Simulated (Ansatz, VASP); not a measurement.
## One calculation of TiC, two programs

```xyz
4
Lattice="3.0636 0.0000 0.0000 -1.5318 2.6532 0.0000 0.0000 0.0000 5.0039" Properties=species:S:1:pos:R:3 pbc="T T T"
Ti    0.0000    0.0000    0.0000
Ti    0.0000    1.7688    2.5019
C     1.5318    0.8844    1.2510
C     1.5318    0.8844    3.7529
```

Alike in both runs: task relaxation of cell and atoms; functional PBE; k mesh 12 × 12 × 9; occupations gaussian, width 0.1 eV; no spin polarisation.

```csv
,VASP,Ansatz
version,VASP 6.6.1,Ansatz 0.2.0
potentials or method,"VASP PAW PBE potentials, release 64 (Ti_sv, C), cutoff 600 eV","scalar-relativistic, plane waves, PAW"
valence electrons in the cell,32,32
```

|  | VASP | Ansatz | Ansatz less VASP |
| --- | --- | --- | --- |
| gap on the k mesh at the Fermi level, each at its own relaxed structure (eV) | none | none | - |
| relaxed volume (Å³/atom) | 10.16 | 10.16 | -0.004 |

A gap of «none» marks a metal or a gap that the smearing closes.
